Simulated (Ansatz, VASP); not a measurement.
## GaP in VASP and in Ansatz

```
Ga P
1.0
     0.00000    2.72540    2.72540
     2.72540    0.00000    2.72540
     2.72540    2.72540    0.00000
Ga P
1 1
Direct
  0.00000 0.00000 0.00000
  0.25000 0.25000 0.25000
```

Alike in both runs: task single point; functional PBE-based screened hybrid; k mesh 4 × 4 × 4; no spin polarisation.

```csv
,VASP,Ansatz
version,VASP 6.6.1,Ansatz 0.2.0
potentials or method,"VASP PAW PBE potentials, release 64 (Ga_d, P)",plane waves
plane-wave cutoff (eV),520,420
occupations,"gaussian, width 0.01 eV",fixed
valence electrons in the cell,18,18
```

|  | VASP | Ansatz | Ansatz less VASP |
| --- | --- | --- | --- |
| gap on the k mesh at the Fermi level (eV) | 1.89 | 1.89 | -0.001 |
| pressure (GPa) | 2.1 | 2.2 | +0.06 |

VASP's potentials were made for PBE, not for PBE-based screened hybrid. Ansatz's warnings: stress exchange threshold loose, stress scf threshold loose.

The k mesh is coarse, so the values compare programs but aren't converged.
